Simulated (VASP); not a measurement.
The system is Ni.

```
Ni
1.0
     2.44802    0.00000    0.00000
    -1.22401    2.12005    0.00000
     0.00000    0.00000    4.07281
Ni
2
Cartesian
  0.0000 1.4134 1.0182
  1.2240 0.7067 3.0546
```

| Item | Value |
| --- | --- |
| Program | VASP 6.6.1 |
| Task | relaxation of cell and atoms |
| Functional | LDA |
| Potentials or basis | VASP PAW LDA potentials, release 64 (Ni) |
| Cutoff | 600 eV |
| k mesh | 14 × 14 × 7 |
| Occupations | fermi-dirac, width 0.1 eV |
| Spin | collinear spin, ferromagnetic start |
| Starting moments | [1.5, 1.5] μB |

At the start: pressure -10.8 GPa; volume 10.57 Å³/atom.

Task: How do energy, volume and symmetry change on relaxing?

Result: Over 10 steps the energy falls by 19.0 meV/atom and the volume is 10.06 Å³/atom (-4.9 %); space group P6_3/mmc (No. 194, to 0.05 Å); moment 1.09 μB per cell.

The path:
```csv
step,energy change (eV),largest force (eV/Å),pressure (GPa),volume (Å³)
1,0.0000,0.0000,-10.78,21.14
2,0.0132,0.0000,15.90,19.04
3,-0.0370,0.0000,0.03,20.12
4,-0.0370,0.0000,0.30,20.10
5,-0.0379,0.0000,0.15,20.11
6,-0.0380,0.0000,0.17,20.11
7,-0.0380,0.0000,0.19,20.11
8,-0.0380,0.0000,0.14,20.11
9,-0.0380,0.0000,0.11,20.11
10,-0.0380,0.0000,0.13,20.11
```

Final structure:
```yaml
crystal:
  lattice:
    - [2.41927, 0.00000, 0.00000]
    - [-1.20963, 2.09514, 0.00000]
    - [0.00000, 0.00000, 3.96785]
  atoms:
    - { symbol: Ni, position: [0.33333, 0.66667, 0.25000] }
    - { symbol: Ni, position: [0.66667, 0.33333, 0.75000] }
```
